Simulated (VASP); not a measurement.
# CoO (R3m) in VASP: single point with PBE+U

Aim: the single point of CoO with PBE+U.

Everything below comes from runs of VASP 6.6.1. Logs are shortened: lines on timing, memory, paths and dates and some standing lists are left out, and cuts for length are marked.

## Step 1: The cell of the first run

Symmetry: R3m, No. 160, trigonal system. Conventional cell: a = 3.271 Å, b = 3.271 Å, c = 6.659 Å, α = 90.00°, β = 90.00°, γ = 120.00°. Within 2.5 Å of Co (site symmetry 3m) lie 4 O at 1.86 to 1.92 Å. O (site symmetry 3m) has 4 Co at 1.86 to 1.92 Å within 2.5 Å.

## Step 2: Single point, PBE+U

The input, INCAR:

```
SYSTEM = CoO
PREC = Accurate
ENCUT = 520
EDIFF = 1E-6
ISMEAR = 0
SIGMA = 0.02
LREAL = .FALSE.
LASPH = .TRUE.
NELM = 150
ALGO = Normal
ISIF = 2
LWAVE = .FALSE.
LCHARG = .TRUE.
LMAXMIX = 4
LDAU = .TRUE.
LDAUTYPE = 2
LDAUL = 2 -1
LDAUU = 3.32 0
LDAUJ = 0 0
LDAUPRINT = 1
GGA = PE
LELF = .TRUE.
LVHAR = .TRUE.
NBANDS = 23
```

The input, KPOINTS:

```
Automatic mesh
0
G
  12 12 12
  0 0 0
```

The input, POSCAR:

```
CoO
1.0
    1.6352614980      0.9441186661      4.4392916864
   -1.6352614980      0.9441186661      4.4392916864
    0.0000000000     -1.8882373321      4.4392916864
Co O
2 2
Direct
    1.0071549438      1.0071549438      1.0071549438
    0.5071606367      0.5071606367      0.5071606367
    0.3678421055      0.3678421055      0.3678421055
    0.8678416641      0.8678416641      0.8678416641
```

Potentials or basis: VASP PAW PBE potentials, release 64 (Co, O).

Launch:

```sh
cat potpaw_PBE.64/Co/POTCAR potpaw_PBE.64/O/POTCAR > POTCAR
mpirun -np 1 vasp_std > vasp.out
```

OUTCAR:

```text
SYSTEM = CoO
   PREC = Accurate
   ENCUT = 520
   EDIFF = 1E-6
   ISMEAR = 0
   LREAL = .FALSE.
   LASPH = .TRUE.
   NELM = 150
   ISIF = 2
   GGA = PE

 ion  position               nearest neighbor table
   1  0.007  0.007  0.007-   4 1.86   3 1.92   3 1.92   3 1.92   2 2.91   2 2.91   2 2.91   2 2.91
                             2 2.91   2 2.91
   2  0.507  0.507  0.507-   3 1.86   4 1.92   4 1.92   4 1.92   1 2.91   1 2.91   1 2.91   1 2.91
                             1 2.91   1 2.91
   3  0.368  0.368  0.368-   2 1.86   1 1.92   1 1.92   1 1.92
   4  0.868  0.868  0.868-   1 1.86   2 1.92   2 1.92   2 1.92

  LATTYP: Found a trigonal (rhomboedric) cell.
 ALAT       =     4.8241839620
 COS(alpha) =     0.7701964690

  Lattice vectors:

 A1 = (   1.6352614980,   0.9441186661,   4.4392916864)
 A2 = (  -1.6352614980,   0.9441186661,   4.4392916864)
 A3 = (   0.0000000000,  -1.8882373321,   4.4392916864)

Analysis of symmetry for initial positions (statically):
=====================================================================
 Subroutine PRICEL returns:
 Original cell was already a primitive cell.

 Routine SETGRP: Setting up the symmetry group for a
 trigonal (rhombohedral) supercell.

 Subroutine GETGRP returns: Found  6 space group operations
 (whereof  6 operations were pure point group operations)
 out of a pool of 12 trial point group operations.

The static configuration has the point symmetry C_3v.

Analysis of symmetry for dynamics (positions and initial velocities):
=====================================================================
 Subroutine PRICEL returns:
 Original cell was already a primitive cell.

 Routine SETGRP: Setting up the symmetry group for a
 trigonal (rhombohedral) supercell.

 Subroutine GETGRP returns: Found  6 space group operations
 (whereof  6 operations were pure point group operations)
 out of a pool of 12 trial point group operations.

The dynamic configuration has the point symmetry C_3v.

 Subroutine INISYM returns: Found  6 space group operations
 (whereof  6 operations are pure point group operations),
 and found     1 'primitive' translations

----------------------------------------------------------------------------------------

                                     Primitive cell

  volume of cell :      41.1224

  direct lattice vectors                    reciprocal lattice vectors
     1.635261498  0.944118666  4.439291686     0.305761495  0.176531481  0.075087054
    -1.635261498  0.944118666  4.439291686    -0.305761495  0.176531481  0.075087054
     0.000000000 -1.888237332  4.439291686     0.000000000 -0.353062963  0.075087054

  length of vectors
     4.824183962  4.824183962  4.824183962     0.360959168  0.360959168  0.360959168

  position of ions in fractional coordinates (direct lattice)
     0.007154944  0.007154944  0.007154944
     0.507160637  0.507160637  0.507160637
     0.367842106  0.367842106  0.367842106
     0.867841664  0.867841664  0.867841664

  ion indices of the primitive-cell ions
   primitive index   ion index
                 1           1
                 2           2
                 3           3
                 4           4

----------------------------------------------------------------------------------------

 KPOINTS: Automatic mesh

Automatic generation of k-mesh.
 Grid dimensions read from file:
 generate k-points for:   12   12   12

 Generating k-lattice:

[... 95 lines left out ...]
   LRPA    =     F    only Hartree local field effects (RPA)
 non-spin polarized calculation
 Gauss-broadening in eV      SIGMA  =   0.02
  energy-cutoff  :      520.00
  volume of cell :       41.12
 maximum number of plane-waves:      1125
   NGX = 17   NGY = 17   NGZ = 17

atom =   1  type =  1  l = 2

 onsite density matrix

spin component  1

  0.7528  0.0000  0.0000  0.0685  0.0000
  0.0000  0.8974  0.0000  0.0000  0.0685
  0.0000  0.0000  0.4450 -0.0000  0.0000
  0.0685  0.0000 -0.0000  0.8974 -0.0000
  0.0000  0.0685  0.0000 -0.0000  0.7528

spin component  2

  0.7528  0.0000  0.0000  0.0685  0.0000
  0.0000  0.8974  0.0000  0.0000  0.0685
  0.0000  0.0000  0.4450 -0.0000  0.0000
  0.0685  0.0000 -0.0000  0.8974 -0.0000
  0.0000  0.0685  0.0000 -0.0000  0.7528

 occupancies and eigenvectors

  o =  0.4450  v =  0.0000  0.0000  1.0000 -0.0000 -0.0000  0.0000  0.0000  0.0000  0.0000  0.0000      0.0000  0.0000  0.0000  0.0000  0.0000  0.0000  0.0000  0.0000  0.0000  0.0000
  o =  0.4450  v =  0.0000  0.0000  0.0000  0.0000  0.0000  0.0000  0.0000  1.0000 -0.0000 -0.0000      0.0000  0.0000  0.0000  0.0000  0.0000  0.0000  0.0000  0.0000  0.0000  0.0000
  o =  0.7255  v =  0.0000  0.0000  0.0000  0.0000  0.0000 -0.9289  0.0000  0.0000  0.3703  0.0000      0.0000  0.0000  0.0000  0.0000  0.0000  0.0000  0.0000  0.0000  0.0000  0.0000
  o =  0.7255  v = -0.9289  0.0000  0.0000  0.3703  0.0000  0.0000  0.0000  0.0000  0.0000  0.0000      0.0000  0.0000  0.0000  0.0000  0.0000  0.0000  0.0000  0.0000  0.0000  0.0000
  o =  0.7255  v =  0.0000  0.3703 -0.0000  0.0000 -0.9289  0.0000  0.0000  0.0000  0.0000  0.0000      0.0000  0.0000  0.0000  0.0000  0.0000  0.0000  0.0000  0.0000  0.0000  0.0000
  o =  0.7255  v =  0.0000  0.0000  0.0000  0.0000  0.0000  0.0000  0.3703 -0.0000  0.0000 -0.9289      0.0000  0.0000  0.0000  0.0000  0.0000  0.0000  0.0000  0.0000  0.0000  0.0000
  o =  0.9247  v =  0.0000 -0.9289 -0.0000  0.0000 -0.3703  0.0000  0.0000  0.0000  0.0000  0.0000      0.0000  0.0000  0.0000  0.0000  0.0000  0.0000  0.0000  0.0000  0.0000  0.0000
  o =  0.9247  v =  0.0000  0.0000  0.0000  0.0000  0.0000  0.0000 -0.9289 -0.0000  0.0000 -0.3703      0.0000  0.0000  0.0000  0.0000  0.0000  0.0000  0.0000  0.0000  0.0000  0.0000
  o =  0.9247  v = -0.3703  0.0000 -0.0000 -0.9289 -0.0000  0.0000  0.0000  0.0000  0.0000  0.0000      0.0000  0.0000  0.0000  0.0000  0.0000  0.0000  0.0000  0.0000  0.0000  0.0000
  o =  0.9247  v =  0.0000  0.0000  0.0000  0.0000  0.0000 -0.3703  0.0000 -0.0000 -0.9289 -0.0000      0.0000  0.0000  0.0000  0.0000  0.0000  0.0000  0.0000  0.0000  0.0000  0.0000

atom =   2  type =  1  l = 2

 onsite density matrix

spin component  1

  0.7528  0.0000  0.0000  0.0685 -0.0000
  0.0000  0.8974  0.0000  0.0000  0.0685
  0.0000  0.0000  0.4451  0.0000  0.0000
  0.0685  0.0000  0.0000  0.8974 -0.0000
 -0.0000  0.0685  0.0000 -0.0000  0.7528

spin component  2

  0.7528  0.0000  0.0000  0.0685 -0.0000
  0.0000  0.8974  0.0000  0.0000  0.0685
  0.0000  0.0000  0.4451  0.0000  0.0000
  0.0685  0.0000  0.0000  0.8974 -0.0000
 -0.0000  0.0685  0.0000 -0.0000  0.7528

 occupancies and eigenvectors

  o =  0.4451  v =  0.0000  0.0000  1.0000 -0.0000 -0.0000  0.0000  0.0000  0.0000  0.0000  0.0000      0.0000  0.0000  0.0000  0.0000  0.0000  0.0000  0.0000  0.0000  0.0000  0.0000
  o =  0.4451  v =  0.0000  0.0000  0.0000  0.0000  0.0000  0.0000  0.0000  1.0000 -0.0000 -0.0000      0.0000  0.0000  0.0000  0.0000  0.0000  0.0000  0.0000  0.0000  0.0000  0.0000
  o =  0.7255  v =  0.0000  0.0000  0.0000  0.0000  0.0000 -0.9289  0.0000  0.0000  0.3702 -0.0000      0.0000  0.0000  0.0000  0.0000  0.0000  0.0000  0.0000  0.0000  0.0000  0.0000
  o =  0.7255  v = -0.9289  0.0000  0.0000  0.3702 -0.0000  0.0000  0.0000  0.0000  0.0000  0.0000      0.0000  0.0000  0.0000  0.0000  0.0000  0.0000  0.0000  0.0000  0.0000  0.0000
  o =  0.7255  v =  0.0000  0.3702 -0.0000 -0.0000 -0.9289  0.0000  0.0000  0.0000  0.0000  0.0000      0.0000  0.0000  0.0000  0.0000  0.0000  0.0000  0.0000  0.0000  0.0000  0.0000
  o =  0.7255  v =  0.0000  0.0000  0.0000  0.0000  0.0000  0.0000  0.3702 -0.0000 -0.0000 -0.9289      0.0000  0.0000  0.0000  0.0000  0.0000  0.0000  0.0000  0.0000  0.0000  0.0000
  o =  0.9247  v =  0.0000 -0.9289 -0.0000 -0.0000 -0.3702  0.0000  0.0000  0.0000  0.0000  0.0000      0.0000  0.0000  0.0000  0.0000  0.0000  0.0000  0.0000  0.0000  0.0000  0.0000
  o =  0.9247  v =  0.0000  0.0000  0.0000  0.0000  0.0000  0.0000 -0.9289 -0.0000 -0.0000 -0.3702      0.0000  0.0000  0.0000  0.0000  0.0000  0.0000  0.0000  0.0000  0.0000  0.0000
  o =  0.9247  v = -0.3702  0.0000 -0.0000 -0.9289  0.0000  0.0000  0.0000  0.0000  0.0000  0.0000      0.0000  0.0000  0.0000  0.0000  0.0000  0.0000  0.0000  0.0000  0.0000  0.0000
  o =  0.9247  v =  0.0000  0.0000  0.0000  0.0000  0.0000 -0.3702  0.0000 -0.0000 -0.9289  0.0000      0.0000  0.0000  0.0000  0.0000  0.0000  0.0000  0.0000  0.0000  0.0000  0.0000

 number of electron      30.0000005 magnetization

 Free energy of the ion-electron system (eV)
  ---------------------------------------------------
  ext. energy  EPLUGINS =         0.00000000
  ---------------------------------------------------
  free energy    TOTEN  =       -20.33772109 eV

  energy without entropy =      -20.33684660  energy(sigma->0) =      -20.33728384

 E-fermi :   7.1108     XC(G=0): -11.8378

 val. band max:        7.1092348962   @ k =   0.4167   0.4167   0.3333
 cond. band min:       7.1116499319   @ k =   0.3333   0.3333  -0.0000
 fundamental gap:      0.0024150357
 Fermi energy:         7.1108245726

 k-point     1 :       0.0000    0.0000    0.0000
  band No.  band energies     occupation
      1     -13.6095      2.00000
      2     -12.5680      2.00000
      3       0.0815      2.00000
      4       0.6418      2.00000
      5       0.6418      2.00000
      6       0.6793      2.00000
[... 613 lines left out ...]
     22      17.8963      0.00000
     23      18.8671      0.00000

 [... further k-points ...]

------------------------ aborting loop because EDIFF is reached ----------------------------------------

  FORCE on cell =-STRESS in cart. coord.  units (eV):
  Direction    XX          YY          ZZ          XY          YZ          ZX
  --------------------------------------------------------------------------------------
  -------------------------------------------------------------------------------------
  Total       -1.3457845     -1.3457845     -0.3428348      0.0000000     -0.0000000      0.0000000
  in kB      -52.4333231    -52.4333231    -13.3572415      0.0000000     -0.0000000      0.0000000
  external PRESSURE =     -39.4079626 kB  Pullay stress =       0.0000000 kB

 VOLUME and BASIS-vectors are now :
 -----------------------------------------------------------------------------
  energy-cutoff  :      520.00
  volume of cell :       41.12
      direct lattice vectors                 reciprocal lattice vectors
     1.635261498  0.944118666  4.439291686     0.305761495  0.176531481  0.075087054
    -1.635261498  0.944118666  4.439291686    -0.305761495  0.176531481  0.075087054
     0.000000000 -1.888237332  4.439291686     0.000000000 -0.353062963  0.075087054

 POSITION                                       TOTAL-FORCE (eV/Angst)
 -----------------------------------------------------------------------------------
      0.00000      0.00000      0.09529         0.000000     -0.000000     -0.018585
      0.00000      0.00000      6.75430         0.000000     -0.000000     -0.019115
      0.00000      0.00000      4.89888         0.000000      0.000000      0.019036
      0.00000      0.00000     11.55781         0.000000      0.000000      0.018664
 -----------------------------------------------------------------------------------
    total drift:                               -0.000000      0.000000      0.000068

  FREE ENERGIE OF THE ION-ELECTRON SYSTEM (eV)
  ---------------------------------------------------
  free  energy   TOTEN  =       -20.3377210912 eV

  energy  without entropy=      -20.3368465963  energy(sigma->0) =      -20.33728384
```

Wall time 9.1 min (1 thread of Intel Xeon 8259CL, shared host); peak memory 0.31 GiB.

Results:

```yaml
Free_energy: -20.3377 eV
Pressure: -3.9 GPa
Largest_force: 0.019 eV/Å
Band_gap_on_the_k_mesh: zero (bands 15 and 16 overlap by 1.80 eV)
```

Forces in eV/Å, atoms in the order of the input:
```
Co   0.000  0.000 -0.019
Co   0.000  0.000 -0.019
O    0.000  0.000  0.019
O    0.000  0.000  0.019
```

Eigenvalues of the final occupation matrices:
| site | spin | trace | eigenvalues |
| --- | --- | --- | --- |
| site 1 d | 1 | 3.75 | 0.45 0.73 0.73 0.92 0.92 |
| site 1 d | 2 | 3.75 | 0.45 0.73 0.73 0.92 0.92 |
| site 2 d | 1 | 3.75 | 0.45 0.73 0.73 0.92 0.92 |
| site 2 d | 2 | 3.75 | 0.45 0.73 0.73 0.92 0.92 |

Caveat: the cell stands under tension; the run has no spin polarisation, though such a crystal can be magnetic; U without spin polarisation on a metal has little footing.
